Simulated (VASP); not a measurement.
# Bi (Im-3m) in VASP: a series of runs

Runs on Bi. Level: r2SCAN. Tasks: single point.

Everything below comes from runs of VASP 6.6.1. Logs are shortened: lines on timing, memory, paths and dates and some standing lists are left out, and cuts for length are marked.

### 1 The cell of the first run

Symmetry: Im-3m, No. 229, cubic system. The conventional cell has a = 4.070 Å, b = 4.070 Å, c = 4.070 Å, α = 90.00°, β = 90.00°, γ = 90.00°. Within 4.6 Å of Bi (site symmetry m-3m) lie 14 Bi at 3.53 to 4.07 Å.

### 2 Single point, r2SCAN (volume scaled by 1.08)

POSCAR

```
Bi
1.0
   -2.0352342174      2.0352342174      2.0352342174
    2.0352342174     -2.0352342174      2.0352342174
    2.0352342174      2.0352342174     -2.0352342174
Bi
1
Direct
    0.0000000000      0.0000000000      0.0000000000
```

INCAR.step1

```
SYSTEM = Bi
  ALGO = Normal
  EDIFF = 1E-5
  ENCUT = 550
  GGA = PE
  GGA_COMPAT = .FALSE.
  ISMEAR = -1
  LASPH = .TRUE.
  LCHARG = .FALSE.
  LREAL = .FALSE.
  LWAVE = .TRUE.
  NBANDS = 14
  NELM = 120
  PREC = Accurate
  SIGMA = 0.1
```

INCAR.step2

```
SYSTEM = Bi
  ALGO = Normal
  EDIFF = 1E-6
  ENCUT = 550
  GGA_COMPAT = .FALSE.
  ISIF = 2
  ISMEAR = -1
  ISTART = 1
  LASPH = .TRUE.
  LCHARG = .TRUE.
  LELF = .TRUE.
  LMIXTAU = .TRUE.
  LREAL = .FALSE.
  LVHAR = .TRUE.
  LWAVE = .FALSE.
  METAGGA = R2SCAN
  NBANDS = 14
  NELM = 120
  PREC = Accurate
  SIGMA = 0.1
```

KPOINTS

```
k-points
0
G
  13 13 13
  0 0 0
```

Potentials or basis: VASP PAW PBE potentials, release 64 (Bi_d).

Started as:

```console
> cat potpaw_PBE.64/Bi_d/POTCAR > POTCAR
> cp INCAR.step1 INCAR
> mpirun -np 1 vasp_std > vasp.out
> cp INCAR.step2 INCAR
> mpirun -np 1 vasp_std > vasp.out
```

OUTCAR:

```text
SYSTEM = Bi
   EDIFF = 1E-6
   ENCUT = 550
   ISIF = 2
   ISMEAR = -1
   ISTART = 1
   LASPH = .TRUE.
   LREAL = .FALSE.
   METAGGA = R2SCAN
   NELM = 120
   PREC = Accurate

 ion  position               nearest neighbor table
   1  0.000  0.000  0.000-

  LATTYP: Found a body centered cubic cell.
 ALAT       =     4.0704684348

  Lattice vectors:

 A1 = (  -2.0352342174,   2.0352342174,   2.0352342174)
 A2 = (   2.0352342174,  -2.0352342174,   2.0352342174)
 A3 = (   2.0352342174,   2.0352342174,  -2.0352342174)

Analysis of symmetry for initial positions (statically):
=====================================================================
 Subroutine PRICEL returns:
 Original cell was already a primitive cell.

 Routine SETGRP: Setting up the symmetry group for a
 body centered cubic supercell.

 Subroutine GETGRP returns: Found 48 space group operations
 (whereof 48 operations were pure point group operations)
 out of a pool of 48 trial point group operations.

The static configuration has the point symmetry O_h .

Analysis of symmetry for dynamics (positions and initial velocities):
=====================================================================
 Subroutine PRICEL returns:
 Original cell was already a primitive cell.

 Routine SETGRP: Setting up the symmetry group for a
 body centered cubic supercell.

 Subroutine GETGRP returns: Found 48 space group operations
 (whereof 48 operations were pure point group operations)
 out of a pool of 48 trial point group operations.

The dynamic configuration has the point symmetry O_h .

 Subroutine INISYM returns: Found 48 space group operations
 (whereof 48 operations are pure point group operations),
 and found     1 'primitive' translations

----------------------------------------------------------------------------------------

                                     Primitive cell

  volume of cell :      33.7212

  direct lattice vectors                    reciprocal lattice vectors
    -2.035234217  2.035234217  2.035234217     0.000000000  0.245671970  0.245671970
     2.035234217 -2.035234217  2.035234217     0.245671970  0.000000000  0.245671970
     2.035234217  2.035234217 -2.035234217     0.245671970  0.245671970  0.000000000

  length of vectors
     3.525129070  3.525129070  3.525129070     0.347432632  0.347432632  0.347432632

  position of ions in fractional coordinates (direct lattice)
     0.000000000  0.000000000  0.000000000

  ion indices of the primitive-cell ions
   primitive index   ion index
                 1           1

----------------------------------------------------------------------------------------

 KPOINTS: k-points

Automatic generation of k-mesh.
 Grid dimensions read from file:
 generate k-points for:   13   13   13

 Generating k-lattice:

  Cartesian coordinates                     Fractional coordinates (reciprocal lattice)
     0.000000000  0.018897844  0.018897844     0.076923077  0.000000000  0.000000000
     0.018897844  0.000000000  0.018897844     0.000000000  0.076923077  0.000000000
     0.018897844  0.018897844  0.000000000     0.000000000  0.000000000  0.076923077

  Length of vectors
     0.026725587  0.026725587  0.026725587

  Shift w.r.t. Gamma in fractional coordinates (k-lattice)
     0.000000000  0.000000000  0.000000000

 Subroutine IBZKPT returns following result:
 ===========================================

 Found     84 irreducible k-points:

 Following reciprocal coordinates:
            Coordinates               Weight
  0.000000  0.000000  0.000000      1.000000
  0.076923  0.000000  0.000000     12.000000
  0.153846  0.000000  0.000000     12.000000
  0.230769  0.000000  0.000000     12.000000
  0.307692  0.000000  0.000000     12.000000
  0.384615  0.000000  0.000000     12.000000
[... 16 lines left out ...]
  0.153846  0.076923  0.076923     24.000000
  0.230769  0.076923  0.076923     24.000000
 [... further k-points ...]
   k-points           NKPTS =     84   k-points in BZ     NKDIM =     84   number of bands    NBANDS=     14
   number of dos      NEDOS =    301   number of ions     NIONS =      1
   total plane-waves  NPLWV =  21952
   dimension x,y,z NGX =    28 NGY =   28 NGZ =   28
   dimension x,y,z NGXF=    56 NGYF=   56 NGZF=   56
   ions per type =               1
   NGX,Y,Z   is equivalent  to a cutoff of  13.20, 13.20, 13.20 a.u.
   NGXF,Y,Z  is equivalent  to a cutoff of  26.41, 26.41, 26.41 a.u.
 SYSTEM =  Bi
   PREC   = accura    normal or accurate (medium, high low for compatibility)
   ISTART =      1    job   : 0-new  1-cont  2-samecut
   ICHARG =      0    charge: 1-file 2-atom 10-const
   ISPIN  =      1    spin polarized calculation?
   LNONCOLLINEAR =      F non collinear calculations
   LSORBIT =      F    spin-orbit coupling
   LASPH  =      T    aspherical Exc in radial PAW
   ENCUT  =  550.0 eV  40.42 Ry    6.36 a.u.   6.74  6.74  6.74*2*pi/ulx,y,z
   NELM   =    120;   NELMIN=  2; NELMDL=  0     # of ELM steps
   EDIFF  = 0.1E-05   stopping-criterion for ELM
   LREAL  =      F    real-space projection
   EDIFFG = 0.1E-04   stopping-criterion for IOM
   NSW    =      0    number of steps for IOM
   IBRION =     -1    ionic relax: 0-MD 1-quasi-New 2-CG
   NFREE  =      0    steps in history (QN), initial steepest desc. (CG)
   ISIF   =      2    stress and relaxation
   ISYM   =      2    0-nonsym 1-usesym 2-fastsym
   POTIM  = 0.5000    time-step for ionic-motion
   TEBEG  =    0.0;   TEEND  =   0.0 temperature during run
   PSTRESS=    0.0 pullay stress
   NELECT =      15.0000    total number of electrons
   NUPDOWN=      -1.0000    fix difference up-down
   EMIN   =  10.00;   EMAX   =-10.00  energy-range for DOS
   EFERMI =   0.00;   METHOD = LEGACY
   ISMEAR =    -1;   SIGMA  =   0.10  broadening in eV -4-tet -1-fermi 0-gaus
   EFERMI_NEDOS =   21; number of points for ismear=-14 and -15
   IALGO  =     38    algorithm
   IMIX   =      4    mixing-type and parameters
     AMIX     =   0.40;   BMIX     =  1.00
     AMIX_MAG =   1.60;   BMIX_MAG =  1.00
  volume/ion in A,a.u.               =      33.72       227.56
  Fermi-wavevector in a.u.,A,eV,Ry     =   1.249695  2.361582 21.248746  1.561739
  Thomas-Fermi vector in A             =   2.383724
   LORBIT       =      0    0 simple, 1 ext, 2 COOP (PROOUT), +10 PAW based schemes
   METAGGA = R2SCAN    functional components
   LHFCALC =     F    Hartree Fock is set to
   AEXX    =    0.0000 exact exchange contribution
   IVDW    =     0    specifies the selected vdW correction
   LEPSILON=     F    determine dielectric tensor
   LRPA    =     F    only Hartree local field effects (RPA)
 non-spin polarized calculation
  energy-cutoff  :      550.00
  volume of cell :       33.72
 maximum number of plane-waves:      1008
   NGX = 13   NGY = 13   NGZ = 13

 number of electron      15.0000004 magnetization

 Free energy of the ion-electron system (eV)
  ---------------------------------------------------
  ext. energy  EPLUGINS =         0.00000000
  ---------------------------------------------------
  free energy    TOTEN  =       -58.25317075 eV

  energy without entropy =      -58.23384363  energy(sigma->0) =      -58.24350719

 E-fermi :   6.8283     XC(G=0): -10.6369

 val. band max:        6.7854240691   @ k =  -0.3846   0.3846   0.2308
 cond. band min:       6.8332535917   @ k =  -0.3077   0.3846   0.1538
 fundamental gap:      0.0478295226
 Fermi energy:         6.8282576684

 k-point     1 :       0.0000    0.0000    0.0000
  band No.  band energies     occupation
      1     -16.8241      2.00000
      2     -16.8241      2.00000
      3     -16.8241      2.00000
      4     -16.7146      2.00000
      5     -16.7146      2.00000
      6      -6.7141      2.00000
      7      11.6235      0.00000
      8      11.6235      0.00000
      9      11.6235      0.00000
     10      15.9531      0.00000
     11      18.1170      0.00000
     12      18.1170      0.00000
     13      18.1170      0.00000
     14      18.5318      0.00000

 k-point     2 :       0.0769    0.0000    0.0000
  band No.  band energies     occupation
      1     -16.8259      2.00000
      2     -16.8206      2.00000
      3     -16.8139      2.00000
      4     -16.7169      2.00000
      5     -16.7151      2.00000
      6      -6.6111      2.00000
      7      10.5899      0.00000
      8      11.3156      0.00000
      9      11.5495      0.00000
     10      16.4531      0.00000
     11      17.2446      0.00000
     12      17.2449      0.00000
     13      17.9111      0.00000
     14      18.9960      0.00000

 k-point     3 :       0.1538    0.0000    0.0000
  band No.  band energies     occupation
      1     -16.8311      2.00000
      2     -16.8117      2.00000
      3     -16.7857      2.00000
      4     -16.7225      2.00000
      5     -16.7165      2.00000
      6      -6.3062      2.00000
      7       8.6242      0.00000
      8      10.5989      0.00000
      9      11.3387      0.00000
     10      15.4709      0.00000
     11      16.3805      0.00000
     12      17.7354      0.00000
     13      18.2622      0.00000
     14      20.1821      0.00000

 k-point     4 :       0.2308    0.0000    0.0000
  band No.  band energies     occupation
      1     -16.8384      2.00000
      2     -16.8017      2.00000
      3     -16.7455      2.00000
      4     -16.7281      2.00000
      5     -16.7184      2.00000
      6      -5.8151      2.00000
      7       6.5606      1.87130
      8       9.7912      0.00000
      9      11.0367      0.00000
     10      14.5253      0.00000
     11      15.6936      0.00000
     12      17.8890      0.00000
     13      19.0453      0.00000
     14      21.7380      0.00000

 k-point     5 :       0.3077    0.0000    0.0000
  band No.  band energies     occupation
      1     -16.8460      2.00000
      2     -16.7964      2.00000
      3     -16.7292      2.00000
      4     -16.7204      2.00000
      5     -16.7024      2.00000
      6      -5.1780      2.00000
      7       4.6604      2.00000
      8       9.0829      0.00000
      9      10.7206      0.00000
     10      13.8380      0.00000
     11      15.1833      0.00000
[... 276 lines left out ...]
 k-point    22 :       0.0769    0.0769    0.0769
  band No.  band energies     occupation
      1     -16.8241      2.00000
      2     -16.8241      2.00000
      3     -16.7631      2.00000
      4     -16.7207      2.00000
      5     -16.7207      2.00000
      6      -6.1077      2.00000
      7       7.7619      0.00018
      8      10.4465      0.00000
      9      10.4465      0.00000
     10      16.3490      0.00000
     11      16.3490      0.00000
     12      17.5258      0.00000
     13      18.7659      0.00000
     14      19.6801      0.00000

 k-point    23 :       0.1538    0.0769    0.0769
  band No.  band energies     occupation
      1     -16.8311      2.00000
      2     -16.8136      2.00000
      3     -16.7300      2.00000
      4     -16.7251      2.00000
      5     -16.7208      2.00000
      6      -5.6282      2.00000
      7       6.1764      1.99705
      8       9.2206      0.00000
      9       9.9676      0.00000
     10      15.9902      0.00000
     11      16.4322      0.00000
     12      18.5697      0.00000
     13      18.7379      0.00000
     14      20.2148      0.00000

 k-point    24 :       0.2308    0.0769    0.0769
  band No.  band energies     occupation
      1     -16.8380      2.00000
      2     -16.8014      2.00000
      3     -16.7285      2.00000
      4     -16.7215      2.00000
      5     -16.6973      2.00000
      6      -5.0125      2.00000
      7       4.6029      2.00000
      8       8.1960      0.00000
      9       9.5301      0.00000
     10      15.4660      0.00000
     11      16.4408      0.00000
     12      18.8896      0.00000
     13      19.6987      0.00000
     14      21.5733      0.00000

 [... further k-points ...]

------------------------ aborting loop because EDIFF is reached ----------------------------------------

  FORCE on cell =-STRESS in cart. coord.  units (eV):
  Direction    XX          YY          ZZ          XY          YZ          ZX
  --------------------------------------------------------------------------------------
  -------------------------------------------------------------------------------------
  Total       -0.7748686     -0.7748686     -0.7748686      0.0000000     -0.0000000      0.0000000
  in kB      -36.8159055    -36.8159055    -36.8159055      0.0000000     -0.0000000      0.0000000
  external PRESSURE =     -36.8159055 kB  Pullay stress =       0.0000000 kB

 VOLUME and BASIS-vectors are now :
 -----------------------------------------------------------------------------
  energy-cutoff  :      550.00
  volume of cell :       33.72
      direct lattice vectors                 reciprocal lattice vectors
    -2.035234217  2.035234217  2.035234217     0.000000000  0.245671970  0.245671970
     2.035234217 -2.035234217  2.035234217     0.245671970  0.000000000  0.245671970
     2.035234217  2.035234217 -2.035234217     0.245671970  0.245671970  0.000000000

 POSITION                                       TOTAL-FORCE (eV/Angst)
 -----------------------------------------------------------------------------------
      0.00000      0.00000      0.00000         0.000000     -0.000000      0.000000
 -----------------------------------------------------------------------------------
    total drift:                               -0.000000     -0.000000     -0.000000

  FREE ENERGIE OF THE ION-ELECTRON SYSTEM (eV)
  ---------------------------------------------------
  free  energy   TOTEN  =       -58.2531707544 eV

  energy  without entropy=      -58.2338436316  energy(sigma->0) =      -58.24350719
```

It took 2.1 min on 1 thread of Intel Xeon 6975P-C (Granite Rapids), shared host; peak memory 0.18 GiB.

What came out:

* Free energy: -58.2532 eV
* Pressure: -3.7 GPa

Caveat: the cell differs from its parent crystal (volume scaled by 1.08); the PAW data sets were made with another functional, which shifts forces and pressure a little; spin-orbit coupling is left out, which moves the levels of the heavy elements.

### 3 Single point, r2SCAN (volume scaled by 1.12)

POSCAR

```
Bi
1.0
   -2.0600565933      2.0600565933      2.0600565933
    2.0600565933     -2.0600565933      2.0600565933
    2.0600565933      2.0600565933     -2.0600565933
Bi
1
Direct
    0.0000000000      0.0000000000      0.0000000000
```

INCAR.step1

```
SYSTEM = Bi
ALGO = Normal
EDIFF = 1E-5
ENCUT = 550
GGA = PE
GGA_COMPAT = .False.
ISMEAR = -1
LASPH = .True.
LCHARG = .False.
LREAL = .False.
LWAVE = .True.
NBANDS = 14
NELM = 120
PREC = Accurate
SIGMA = 0.1
```

INCAR.step2

```
SYSTEM = Bi
ALGO = Normal
EDIFF = 1E-6
ENCUT = 550
GGA_COMPAT = .False.
ISIF = 2
ISMEAR = -1
ISTART = 1
LASPH = .True.
LCHARG = .False.
LMIXTAU = .True.
LREAL = .False.
LWAVE = .False.
METAGGA = R2SCAN
NBANDS = 14
NELM = 120
PREC = Accurate
SIGMA = 0.1
```

KPOINTS

```
k-points
0
Gamma
  13 13 13
  0 0 0
```

Potentials or basis: VASP PAW PBE potentials, release 64 (Bi_d).

Started as:

```console
> cat potpaw_PBE.64/Bi_d/POTCAR > POTCAR
> cp INCAR.step1 INCAR
> mpirun -np 1 vasp_std > vasp.out
> cp INCAR.step2 INCAR
> mpirun -np 1 vasp_std > vasp.out
```

It took 2.1 min on 1 thread of Intel Xeon 6975P-C (Granite Rapids), shared host; peak memory 0.19 GiB.

It converged, with:

```
Free energy : -58.2199 eV
Pressure    : -5.0 GPa
```

Levels at points of the mesh, in eV from the Fermi level:
| k point | band 3 | band 4 | band 5 | band 6 | band 7 | band 8 | band 9 | band 10 | band 11 | band 12 |
| --- | --- | --- | --- | --- | --- | --- | --- | --- | --- | --- |
| (0.00, 0.00, 0.00) | -23.64 | -23.54 | -23.54 | -13.32 | 4.54 | 4.54 | 4.54 | 8.69 | 11.26 | 11.26 |

Caveat: the cell differs from its parent crystal (volume scaled by 1.12); the PAW data sets were made with another functional, which shifts forces and pressure a little; spin-orbit coupling is left out, which moves the levels of the heavy elements.

### 4 Single point, r2SCAN

This run uses another cell than the first one, of 31.22 Å³/atom, 0.926 times its volume.

POSCAR

```
Bi
1.0
   -1.9836869844      1.9836869844      1.9836869844
    1.9836869844     -1.9836869844      1.9836869844
    1.9836869844      1.9836869844     -1.9836869844
Bi
1
Direct
    0.0000000000      0.0000000000      0.0000000000
```

INCAR.step1

```
SYSTEM = Bi
PREC     = Accurate       ! precision mode
ENCUT    = 550            ! plane-wave cutoff, eV
ISMEAR   = -1             ! smearing method
SIGMA    = 0.1            ! smearing width, eV
LREAL    = .FALSE.        ! projectors in reciprocal space
LASPH    = .TRUE.         ! aspherical terms in the spheres
NELM     = 120            ! most SCF steps
NBANDS   = 14             ! bands
GGA      = PE             ! functional
ALGO     = Normal         ! electronic algorithm
EDIFF    = 1E-5           ! SCF threshold, eV
LWAVE    = .TRUE.         ! write WAVECAR
LCHARG   = .FALSE.        ! write CHGCAR
GGA_COMPAT= .FALSE.
```

INCAR.step2

```
SYSTEM = Bi
PREC     = Accurate       ! precision mode
ENCUT    = 550            ! plane-wave cutoff, eV
EDIFF    = 1E-6           ! SCF threshold, eV
ISMEAR   = -1             ! smearing method
SIGMA    = 0.1            ! smearing width, eV
LREAL    = .FALSE.        ! projectors in reciprocal space
LASPH    = .TRUE.         ! aspherical terms in the spheres
NELM     = 120            ! most SCF steps
ALGO     = Normal         ! electronic algorithm
ISIF     = 2              ! what is computed and relaxed
LWAVE    = .FALSE.        ! write WAVECAR
LCHARG   = .FALSE.        ! write CHGCAR
METAGGA  = R2SCAN         ! meta-GGA
LMIXTAU  = .TRUE.       
NBANDS   = 14             ! bands
ISTART   = 1            
GGA_COMPAT= .FALSE.
```

KPOINTS

```
regular mesh
0
G
  18 18 18
  0 0 0
```

Started as:

```console
> cat potpaw_PBE.64/Bi_d/POTCAR > POTCAR
> cp INCAR.step1 INCAR
> mpirun -np 1 vasp_std > vasp.out
> cp INCAR.step2 INCAR
> mpirun -np 1 vasp_std > vasp.out
```

It took 4.5 min on 1 thread of Intel Xeon 6975P-C (Granite Rapids), shared host; peak memory 0.23 GiB.

The run converged. Its results:

- Free energy: -58.2790 eV
- Pressure: -0.1 GPa

Levels at points of the mesh, in eV from the Fermi level:
```
           k point  band 4  band 5  band 6  band 7  band 8  band 9  band 10  band 11
(0.00, 0.00, 0.00)  -23.60  -23.60  -14.10    5.32    5.32    5.32    10.07    11.28
(0.50, 0.00, 0.00)  -23.61  -23.51  -10.87   -5.29    1.56    3.70     6.55     7.98
(0.50, 0.50, 0.50)  -23.53  -23.53   -8.58   -1.98   -1.98   -1.98     4.00     4.00
```

Caveat: the PAW data sets were made with another functional, which shifts forces and pressure a little; spin-orbit coupling is left out, which moves the levels of the heavy elements.

### 5 Summary

```tsv
cell	k mesh	gap on the mesh (eV)	pressure (GPa)
a = 3.525 Å, angles 109.5°, 1 atom	13 × 13 × 13	none	-3.7
a = 3.568 Å, angles 109.5°, 1 atom	13 × 13 × 13	none	-5.0
a = 3.436 Å, angles 109.5°, 1 atom	18 × 18 × 18	none	-0.1
```

Alike in all rows: task single point; level r2SCAN; potentials or basis VASP PAW PBE potentials, release 64 (Bi_d); no spin polarisation; cutoff (eV) 550; smearing fermi-dirac 0.1 eV.

Caveats: the PAW data sets were made with another functional, which shifts forces and pressure a little; spin-orbit coupling is left out, which moves the levels of the heavy elements.

Total energies depend on the potentials used, so only differences within one code and one set of settings carry meaning.
